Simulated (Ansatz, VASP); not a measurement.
## CdS in VASP and in Ansatz

The input INCAR:

```
PREC     = Accurate       # precision mode
ENCUT    = 520            # plane-wave cutoff, eV
EDIFF    = 1E-6           # SCF threshold, eV
ISMEAR   = 0              # smearing method
SIGMA    = 0.15           # smearing width, eV
LREAL    = False          # projectors in reciprocal space
LASPH    = True           # aspherical terms in the spheres
NELM     = 100            # most SCF steps
ALGO     = Normal         # electronic algorithm
ISIF     = 2              # what is computed and relaxed
LWAVE    = False          # write WAVECAR
LCHARG   = True           # write CHGCAR
LELF     = True           # ELF
LVHAR    = True         
NBANDS   = 16             # bands
```

KPOINTS

```
Automatic mesh
0
Gamma
  16 16 16
```

File POSCAR:

```
CdS
1.0
    0.0000000000      2.8358413200      2.7532440000
    2.8358413200      0.0000000000      2.7532440000
    2.8358413200      2.8358413200      0.0000000000
Cd S
1 1
Direct
    0.0000000000      0.0000000000      0.0000000000
    0.5000000000      0.5000000000      0.5000000000
```

Input for Ansatz:

```yaml
crystal:
  lattice:
    - [0.0, 2.83584132, 2.753244]
    - [2.83584132, 0.0, 2.753244]
    - [2.83584132, 2.83584132, 0.0]
  atoms:
    - { symbol: Cd, position: [0.0, 0.0, 0.0] }
    - { symbol: S, position: [0.5, 0.5, 0.5] }
basis:
  ecutwfc: 420
kpoints:
  mp_grid: { grid: [16, 16, 16] }
hamiltonian:
  xc: lda
scf:
  occupations: { method: gaussian, width: 0.15 }
output:
  forces: true
  stress: true
  eigenvalues: true
```

Change from the starting cell: strain +0.030 along x and y, +0.000 along z, atoms carried along.

Alike in both runs: task single point; functional LDA; k mesh 16 × 16 × 16; occupations gaussian, width 0.15 eV; no spin polarisation.

|  | VASP | Ansatz |
| --- | --- | --- |
| version | VASP 6.6.1 | Ansatz 0.2.0 |
| potentials or method | VASP PAW LDA potentials, release 64 (Cd, S), cutoff 520 eV | scalar-relativistic, plane waves, PAW |
| valence electrons in the cell | 18 | 26 |

Ansatz gave:

- gap on the k mesh at the Fermi level (eV): none
- pressure (GPa): -9.7
- traceless stress, the component that is largest in VASP (GPa): 0.54

Question: What did VASP give for the same quantities?

Answer: gap on the k mesh at the Fermi level (eV): none; pressure (GPa): -9.3; traceless stress, the component that is largest in VASP (GPa): 0.62.

LDA's correlation is that of Perdew and Zunger in VASP and of Perdew and Wang (1992) in Ansatz. A gap of «none» marks a metal or a gap that the smearing closes. VASP's potentials hold 18 valence electrons a cell and Ansatz's 26, so a difference there can come from the potentials and not from the codes.
